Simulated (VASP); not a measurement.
RbCl:

```
Rb Cl
1.0
     0.00000    3.30573    3.30573
     3.30573    0.00000    3.30573
     3.30573    3.30573    0.00000
Rb Cl
1 1
Direct
  0.00000 0.00000 0.00000
  0.50000 0.50000 0.50000
```

Base run:

| Property | Result |
| --- | --- |
| Program | VASP 6.6.1 |
| Functional | PBE |
| Potentials or basis | VASP PAW PBE potentials, release 64 (Rb_sv, Cl) |
| Cutoff | 500 eV |
| k mesh | 4 × 4 × 4 |
| Occupations | gaussian, width 0.01 eV |
| Spin | no spin polarisation |

Its results: band gap on the k mesh 4.95 eV, direct; pressure 0.6 GPa.

Question: The run is repeated on the same cell with these changes: functional from PBE to HSE06; cutoff from 500 eV to 400 eV. What comes out?

Answer: Band gap on the k mesh 6.25 eV, direct; pressure 0.3 GPa.

HSE06 gives the wider gap, since exact exchange removes part of the self-interaction.

Caveats: the PAW data sets were made with another functional, which shifts forces and pressure a little (some runs).

